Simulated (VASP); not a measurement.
# NaI (Fm-3m) in VASP: further runs

NaI is run at these levels: PBEsol, LDA; tasks: relaxation of cell and atoms.

Everything below comes from runs of VASP 6.6.1. Logs are shortened: lines on timing, memory, paths and dates and some standing lists are left out, and cuts for length are marked.

## 1. The cell of the first run

Symmetry: Fm-3m, No. 225, cubic system. Conventional cell: a = 6.528 Å, b = 6.528 Å, c = 6.528 Å, α = 90.00°, β = 90.00°, γ = 90.00°. Within 4.3 Å of Na (site symmetry m-3m) lie 6 I at 3.26 Å. Within 4.3 Å of I (site symmetry m-3m) lie 6 Na at 3.26 Å.

## 2. Relaxation of cell and atoms, PBEsol

The input, INCAR:

```
SYSTEM = NaI
  ALGO = Normal
  EDIFF = 1E-6
  EDIFFG = -0.005
  ENCUT = 600
  GGA = PS
  IBRION = 2
  ISIF = 3
  ISMEAR = -1
  LASPH = .True.
  LCHARG = .False.
  LREAL = .False.
  LWAVE = .False.
  NELM = 80
  NSW = 80
  PREC = Accurate
  SIGMA = 0.02
```

The input, KPOINTS:

```
k-points
0
Gamma
  6 6 6
  0 0 0
```

The input, POSCAR:

```
NaI
1.0
    0.0000000000      3.2640967911      3.2640967911
    3.2640967911      0.0000000000      3.2640967911
    3.2640967911      3.2640967911      0.0000000000
Na I
1 1
Direct
    0.0000000000      0.0000000000      0.0000000000
    0.5000000000      0.5000000000      0.5000000000
```

Potentials or basis: VASP PAW PBE potentials, release 64 (Na_pv, I).

Started as:

```console
> cat potpaw_PBE.64/Na_pv/POTCAR potpaw_PBE.64/I/POTCAR > POTCAR
> mpirun -np 1 vasp_std > vasp.out
```

OUTCAR:

```text
SYSTEM = NaI
   EDIFF = 1E-6
   EDIFFG = -0.005
   ENCUT = 600
   GGA = PS
   IBRION = 2
   ISIF = 3
   ISMEAR = -1
   LASPH = .True.
   LREAL = .False.
   NELM = 80
   NSW = 80
   PREC = Accurate

 ion  position               nearest neighbor table
   1  0.000  0.000  0.000-
   2  0.500  0.500  0.500-

  LATTYP: Found a face centered cubic cell.
 ALAT       =     6.5281935822

  Lattice vectors:

 A1 = (   0.0000000000,   3.2640967911,   3.2640967911)
 A2 = (   3.2640967911,   0.0000000000,   3.2640967911)
 A3 = (   3.2640967911,   3.2640967911,   0.0000000000)

Analysis of symmetry for initial positions (statically):
=====================================================================
 Subroutine PRICEL returns:
 Original cell was already a primitive cell.

 Routine SETGRP: Setting up the symmetry group for a
 face centered cubic supercell.

 Subroutine GETGRP returns: Found 48 space group operations
 (whereof 48 operations were pure point group operations)
 out of a pool of 48 trial point group operations.

The static configuration has the point symmetry O_h .

Analysis of symmetry for dynamics (positions and initial velocities):
=====================================================================
 Subroutine PRICEL returns:
 Original cell was already a primitive cell.

 Routine SETGRP: Setting up the symmetry group for a
 face centered cubic supercell.

 Subroutine GETGRP returns: Found 48 space group operations
 (whereof 48 operations were pure point group operations)
 out of a pool of 48 trial point group operations.

The dynamic configuration has the point symmetry O_h .

 Subroutine INISYM returns: Found 48 space group operations
 (whereof 48 operations are pure point group operations),
 and found     1 'primitive' translations

----------------------------------------------------------------------------------------

                                     Primitive cell

  volume of cell :      69.5535

  direct lattice vectors                    reciprocal lattice vectors
     0.000000000  3.264096791  3.264096791    -0.153181732  0.153181732  0.153181732
     3.264096791  0.000000000  3.264096791     0.153181732 -0.153181732  0.153181732
     3.264096791  3.264096791  0.000000000     0.153181732  0.153181732 -0.153181732

  length of vectors
     4.616129951  4.616129951  4.616129951     0.265318543  0.265318543  0.265318543

  position of ions in fractional coordinates (direct lattice)
     0.000000000  0.000000000  0.000000000
     0.500000000  0.500000000  0.500000000

  ion indices of the primitive-cell ions
   primitive index   ion index
                 1           1
                 2           2

----------------------------------------------------------------------------------------

 KPOINTS: k-points

Automatic generation of k-mesh.
 Grid dimensions read from file:
 generate k-points for:    6    6    6

 Generating k-lattice:

  Cartesian coordinates                     Fractional coordinates (reciprocal lattice)
    -0.025530289  0.025530289  0.025530289     0.166666667  0.000000000  0.000000000
     0.025530289 -0.025530289  0.025530289     0.000000000  0.166666667  0.000000000
     0.025530289  0.025530289 -0.025530289     0.000000000  0.000000000  0.166666667

  Length of vectors
     0.044219757  0.044219757  0.044219757

  Shift w.r.t. Gamma in fractional coordinates (k-lattice)
     0.000000000  0.000000000  0.000000000

 Subroutine IBZKPT returns following result:
 ===========================================

 Found     16 irreducible k-points:

 Following reciprocal coordinates:
            Coordinates               Weight
  0.000000  0.000000  0.000000      1.000000
  0.166667  0.000000  0.000000      8.000000
  0.333333  0.000000  0.000000      8.000000
  0.500000  0.000000  0.000000      4.000000
  0.166667  0.166667  0.000000      6.000000
  0.333333  0.166667  0.000000     24.000000
[... 8 lines left out ...]
 -0.333333  0.333333  0.166667     24.000000
 -0.333333  0.500000  0.166667     12.000000
   k-points           NKPTS =     16   k-points in BZ     NKDIM =     16   number of bands    NBANDS=     11
   number of dos      NEDOS =    301   number of ions     NIONS =      2
   total plane-waves  NPLWV =  64000
   dimension x,y,z NGX =    40 NGY =   40 NGZ =   40
   dimension x,y,z NGXF=    80 NGYF=   80 NGZF=   80
   ions per type =               1   1
   NGX,Y,Z   is equivalent  to a cutoff of  14.41, 14.41, 14.41 a.u.
   NGXF,Y,Z  is equivalent  to a cutoff of  28.81, 28.81, 28.81 a.u.
 SYSTEM =  NaI
   PREC   = accura    normal or accurate (medium, high low for compatibility)
   ISTART =      0    job   : 0-new  1-cont  2-samecut
   ICHARG =      2    charge: 1-file 2-atom 10-const
   ISPIN  =      1    spin polarized calculation?
   LNONCOLLINEAR =      F non collinear calculations
   LSORBIT =      F    spin-orbit coupling
   LASPH  =      T    aspherical Exc in radial PAW
   ENCUT  =  600.0 eV  44.10 Ry    6.64 a.u.   9.22  9.22  9.22*2*pi/ulx,y,z
   NELM   =     80;   NELMIN=  2; NELMDL= -5     # of ELM steps
   EDIFF  = 0.1E-05   stopping-criterion for ELM
   LREAL  =      F    real-space projection
   EDIFFG = -.5E-02   stopping-criterion for IOM
   NSW    =     80    number of steps for IOM
   IBRION =      2    ionic relax: 0-MD 1-quasi-New 2-CG
   NFREE  =      1    steps in history (QN), initial steepest desc. (CG)
   ISIF   =      3    stress and relaxation
   ISYM   =      2    0-nonsym 1-usesym 2-fastsym
   POTIM  = 0.5000    time-step for ionic-motion
   TEBEG  =    0.0;   TEEND  =   0.0 temperature during run
   PSTRESS=    0.0 pullay stress
   NELECT =      14.0000    total number of electrons
   NUPDOWN=      -1.0000    fix difference up-down
   EMIN   =  10.00;   EMAX   =-10.00  energy-range for DOS
   EFERMI =   0.00;   METHOD = LEGACY
   ISMEAR =    -1;   SIGMA  =   0.02  broadening in eV -4-tet -1-fermi 0-gaus
   EFERMI_NEDOS =   21; number of points for ismear=-14 and -15
   IALGO  =     38    algorithm
   IMIX   =      4    mixing-type and parameters
     AMIX     =   0.40;   BMIX     =  1.00
     AMIX_MAG =   1.60;   BMIX_MAG =  1.00
  volume/ion in A,a.u.               =      34.78       234.69
  Fermi-wavevector in a.u.,A,eV,Ry     =   0.959425  1.813051 12.524120  0.920497
  Thomas-Fermi vector in A             =   2.088620
   LORBIT       =      0    0 simple, 1 ext, 2 COOP (PROOUT), +10 PAW based schemes
   GGA     = PS    functional components
   LHFCALC =     F    Hartree Fock is set to
   AEXX    =    0.0000 exact exchange contribution
   IVDW    =     0    specifies the selected vdW correction
   LEPSILON=     F    determine dielectric tensor
   LRPA    =     F    only Hartree local field effects (RPA)
 conjugate gradient relaxation of ions
 non-spin polarized calculation
  energy-cutoff  :      600.00
  volume of cell :       69.55
 maximum number of plane-waves:      2346
 NGX is ok and might be reduce to    40
   NGX = 19   NGY = 19   NGZ = 19

--------------------------------------- Ionic step        1  -------------------------------------------

 number of electron      13.9999994 magnetization

 Free energy of the ion-electron system (eV)
  ---------------------------------------------------
  ext. energy  EPLUGINS =         0.00000000
  ---------------------------------------------------
  free energy    TOTEN  =        -5.65961042 eV

  energy without entropy =       -5.65961042  energy(sigma->0) =       -5.65961042

------------------------ aborting loop because EDIFF is reached ----------------------------------------

  FORCE on cell =-STRESS in cart. coord.  units (eV):
  Direction    XX          YY          ZZ          XY          YZ          ZX
  --------------------------------------------------------------------------------------
  -------------------------------------------------------------------------------------
  Total       -0.3617661     -0.3617661     -0.3617661     -0.0000000     -0.0000000     -0.0000000
  in kB       -8.3333456     -8.3333456     -8.3333456     -0.0000000     -0.0000000     -0.0000000
  external PRESSURE =      -8.3333456 kB  Pullay stress =       0.0000000 kB

 VOLUME and BASIS-vectors are now :
 -----------------------------------------------------------------------------
  energy-cutoff  :      600.00
  volume of cell :       69.55
      direct lattice vectors                 reciprocal lattice vectors
     0.000000000  3.264096791  3.264096791    -0.153181732  0.153181732  0.153181732
     3.264096791  0.000000000  3.264096791     0.153181732 -0.153181732  0.153181732
     3.264096791  3.264096791  0.000000000     0.153181732  0.153181732 -0.153181732
[... 217 lines left out ...]
 POSITION                                       TOTAL-FORCE (eV/Angst)
 -----------------------------------------------------------------------------------
      3.20578     -0.00000      3.20578         0.000000      0.000000     -0.000000
      3.20578      3.20578      3.20578         0.000000      0.000000      0.000000
 -----------------------------------------------------------------------------------
    total drift:                                0.000000     -0.000000     -0.000000

  FREE ENERGIE OF THE ION-ELECTRON SYSTEM (eV)
  ---------------------------------------------------
  free  energy   TOTEN  =        -5.6701067817 eV

  energy  without entropy=       -5.6701067817  energy(sigma->0) =       -5.67010678

--------------------------------------- Ionic step        8  -------------------------------------------

 number of electron      14.0000002 magnetization

 Free energy of the ion-electron system (eV)
  ---------------------------------------------------
  ext. energy  EPLUGINS =         0.00000000
  ---------------------------------------------------
  free energy    TOTEN  =        -5.67011101 eV

  energy without entropy =       -5.67011101  energy(sigma->0) =       -5.67011101

 E-fermi :   1.4092     XC(G=0):  -7.9629

 val. band max:        0.9205455049   @ k =   0.0000   0.0000   0.0000
 cond. band min:       4.5007286779   @ k =   0.0000   0.0000   0.0000
 fundamental gap:      3.5801831730
 Fermi energy:         1.4092198477

 k-point     1 :       0.0000    0.0000    0.0000
  band No.  band energies     occupation
      1     -21.2939      2.00000
      2     -21.2939      2.00000
      3     -21.2939      2.00000
      4     -10.2127      2.00000
      5       0.9205      2.00000
      6       0.9205      2.00000
      7       0.9205      2.00000
      8       4.5007      0.00000
      9       8.7651      0.00000
     10       8.7651      0.00000
     11       8.7651      0.00000

 k-point     2 :       0.1667    0.0000    0.0000
  band No.  band energies     occupation
      1     -21.2955      2.00000
      2     -21.2940      2.00000
      3     -21.2940      2.00000
      4     -10.1317      2.00000
      5       0.1321      2.00000
      6       0.8390      2.00000
      7       0.8390      2.00000
      8       5.3389      0.00000
      9       8.2699      0.00000
     10       8.9719      0.00000
     11       8.9719      0.00000
[... 216 lines left out ...]
 POSITION                                       TOTAL-FORCE (eV/Angst)
 -----------------------------------------------------------------------------------
      3.20547      3.20547     -0.00000         0.000000     -0.000000      0.000000
      3.20547      3.20547      3.20547        -0.000000      0.000000     -0.000000
 -----------------------------------------------------------------------------------
    total drift:                                0.000000     -0.000000     -0.000000

  FREE ENERGIE OF THE ION-ELECTRON SYSTEM (eV)
  ---------------------------------------------------
  free  energy   TOTEN  =        -5.6701110080 eV

  energy  without entropy=       -5.6701110080  energy(sigma->0) =       -5.67011101

 reached required accuracy - stopping structural energy minimisation
```

Wall time 2.4 min (1 thread of Intel Xeon 8259CL, shared host); peak memory 0.24 GiB.

Results:

| Item | Value |
| --- | --- |
| Free energy | -5.6701 eV |
| Relaxed volume | 32.94 Å³/atom |
| Relaxed cell | a = 4.533 Å, b = 4.533 Å, c = 4.533 Å, α = 60.00°, β = 60.00°, γ = 60.00° |
| Space group after relaxing (to 0.1 Å) | Fm-3m (No. 225) |
| Energy gained by relaxing | 5.3 meV/atom |
| Ionic steps | 8 |
| Pressure after relaxing | 0.0 GPa |
| Band gap on the k mesh | 3.58 eV |

Step by step:
```csv
step,energy change (eV),largest force (eV/Å),pressure (GPa),volume (Å³)
1,0.0000,0.0000,-0.83,69.55
2,-0.0075,0.0000,-0.48,67.75
3,-0.0105,0.0000,-0.02,65.82
4,-0.0105,0.0000,0.09,65.72
5,-0.0105,0.0000,-0.05,65.93
6,-0.0105,0.0000,0.04,65.86
7,-0.0105,0.0000,-0.05,65.89
8,-0.0105,0.0000,-0.02,65.87
```

Final structure:
```xyz
2
Lattice="0.0000 3.2055 3.2055 3.2055 0.0000 3.2055 3.2055 3.2055 0.0000" Properties=species:S:1:pos:R:3 pbc="T T T"
Na    3.2055    3.2055    0.0000
I     3.2055    3.2055    3.2055
```

Caveat: the PAW data sets were made with another functional, which shifts forces and pressure a little; spin-orbit coupling is left out, which moves the levels of the heavy elements.

## 3. Relaxation of cell and atoms, LDA

The input, INCAR:

```
SYSTEM = NaI
PREC = Accurate ; ENCUT = 600
EDIFF = 1E-6 ; ISMEAR = -1
SIGMA = 0.02 ; LREAL = .FALSE.
LASPH = .TRUE. ; NELM = 100
ALGO = Normal ; ISIF = 3
LWAVE = .FALSE. ; LCHARG = .FALSE.
IBRION = 2 ; NSW = 80
EDIFFG = -0.005
```

The input, KPOINTS:

```
regular mesh
0
G
  6 6 6
  0 0 0
```

POSCAR is that of step 2.

Potentials or basis: VASP PAW LDA potentials, release 64 (Na_pv, I).

Started as:

```console
> cat potpaw_LDA.64/Na_pv/POTCAR potpaw_LDA.64/I/POTCAR > POTCAR
> mpirun -np 1 vasp_std > vasp.out
```

Run time: 81 s. Hardware: 1 thread of Intel Xeon 8259CL, shared host; peak memory 0.2 GiB.

Results (log left out):

```
Free energy                           : -6.0174 eV
Relaxed volume                        : 30.67 Å³/atom
Relaxed cell                          : a = 4.427 Å, b = 4.427 Å, c = 4.427 Å, α = 60.00°, β = 60.00°, γ = 60.00°
Space group after relaxing (to 0.1 Å) : Fm-3m (No. 225)
Energy gained by relaxing             : 27.5 meV/atom
Ionic steps                           : 4
Pressure after relaxing               : 0.0 GPa
Band gap on the k mesh                : 3.63 eV
```

The path:
```csv
step,energy change (eV),largest force (eV/Å),pressure (GPa),volume (Å³)
1,0.0000,0.0000,-1.91,69.55
2,-0.0398,0.0000,-1.14,65.46
3,-0.0548,0.0000,-0.18,61.94
4,-0.0551,0.0000,0.02,61.35
```

Final structure:
```yaml
crystal:
  lattice:
    - [0.00000, 3.13031, 3.13031]
    - [3.13031, 0.00000, 3.13031]
    - [3.13031, 3.13031, 0.00000]
  atoms:
    - { symbol: Na, position: [0.00000, 0.00000, 0.00000] }
    - { symbol: I, position: [0.50000, 0.50000, 0.50000] }
```

Levels at points of the mesh, in eV from the valence-band top:
```tsv
k point	band 5	band 6	band 7	band 8	band 9	band 10
(0.00, 0.00, 0.00)	0.00	0.00	0.00	3.63	7.79	7.79
(0.50, 0.00, 0.00)	-2.63	-0.36	-0.36	4.89	7.36	7.36
(0.50, 0.50, 0.00)	-2.30	-0.91	-0.91	4.33	5.18	10.28
```

Caveat: spin-orbit coupling is left out, which moves the levels of the heavy elements.
